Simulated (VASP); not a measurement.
Set up this calculation in VASP 6.6.1, as the native input.

* Task: single point
* Functional: PBE
* Potentials or basis: VASP PAW PBE potentials, release 64 (Pb_d)
* Cutoff: 520 eV
* k mesh: 16 × 16 × 16
* Occupations: gaussian, width 0.15 eV
* Spin: no spin polarisation
* Dipole correction: no
* Further INCAR settings: ALGO = Fast; EDIFF = 1e-06; NBANDS = 13

The structure of Pb lies in POSCAR:

```
Pb
1.0
    0.0000000000      2.6673840000      2.2722160000
    2.6673840000      0.0000000000      2.2722160000
    2.6673840000      2.6673840000      0.0000000000
Pb
1
Direct
    0.0000000000      0.0000000000      0.0000000000
```

This cell differs from its parent crystal: strain +0.080 along x and y, -0.080 along z.

The input as run:

INCAR

```
SYSTEM = Pb
PREC = Accurate
ENCUT = 520
EDIFF = 1E-6
ISMEAR = 0
SIGMA = 0.15
LREAL = .FALSE.
LASPH = .TRUE.
NELM = 80
ALGO = Fast
ISIF = 2
LWAVE = .FALSE.
LCHARG = .TRUE.
GGA = PE
LELF = .TRUE.
LVHAR = .TRUE.
NBANDS = 13
```

KPOINTS

```
Automatic mesh
0
G
  16 16 16
  0 0 0
```

Potentials or basis: VASP PAW PBE potentials, release 64 (Pb_d).

Run with:

```sh
$ cat potpaw_PBE.64/Pb_d/POTCAR > POTCAR
$ mpirun -np 1 vasp_std > vasp.out
```

Results of the run:

```json
{"Pressure": "-0.4 GPa", "Band gap on the k mesh": "zero (band 7 reaches 13.38 eV, above the bottom of band 8 at 4.85 eV)"}
```

Caveat: the cell differs from its parent crystal (strain +0.080 along x and y, -0.080 along z); spin-orbit coupling is left out, which moves the levels of the heavy elements.

Run time: 110 s on 1 thread of Intel Xeon 6975P-C, with other jobs on the host, peak memory 0.26 GiB.
